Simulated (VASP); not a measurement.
Runs of VASP 6.6.1 on C. The structure is that of space group P6/mmm (No. 191), or close to it. The cells are those of the table. 

| cell | gap on the mesh (eV) | pressure (GPa) |
| --- | --- | --- |
| a = 2.445, b = 2.445, c = 7.501 Å, angles 90.0, 90.0, 120.0°, 2 atoms | none | (b) |
| a = 2.430, b = 2.430, c = 7.501 Å, angles 90.0, 90.0, 120.0°, 2 atoms | none | 2.8 |
| a = 2.582, b = 2.582, c = 8.098 Å, angles 90.0, 90.0, 120.0°, 2 atoms | none | - |
| a = 2.415, b = 2.415, c = 7.501 Å, angles 90.0, 90.0, 120.0°, 2 atoms | none | (a) |
| a = 2.459, b = 2.459, c = 7.501 Å, angles 90.0, 90.0, 120.0°, 2 atoms | none | -1.9 |
| a = 2.376, b = 2.376, c = 8.098 Å, angles 90.0, 90.0, 120.0°, 2 atoms | none | - |
| a = 2.273, b = 2.273, c = 8.098 Å, angles 90.0, 90.0, 120.0°, 2 atoms | none | - |
| a = 2.479, b = 2.479, c = 8.098 Å, angles 90.0, 90.0, 120.0°, 2 atoms | none | - |
| a = 2.503, b = 2.503, c = 7.501 Å, angles 90.0, 90.0, 120.0°, 2 atoms | none | -7.9 |
| a = 2.445, b = 2.445, c = 8.098 Å, angles 90.0, 90.0, 120.0°, 2 atoms | none | - |
| a = 2.513, b = 2.513, c = 8.098 Å, angles 90.0, 90.0, 120.0°, 2 atoms | none | - |
| a = 2.518, b = 2.518, c = 7.501 Å, angles 90.0, 90.0, 120.0°, 2 atoms | none | -9.7 |

Alike in all rows: task single point; level LDA; potentials or basis VASP PAW LDA potentials, release 64 (C); no spin polarisation; k mesh 21 × 21 × 6; cutoff (eV) 520; smearing gaussian 0.15 eV.

Problem. Fill in the values left out.

Solution. (a) 5.3; (b) 0.4.

A gap of «none» marks levels without a gap at the run's occupations.
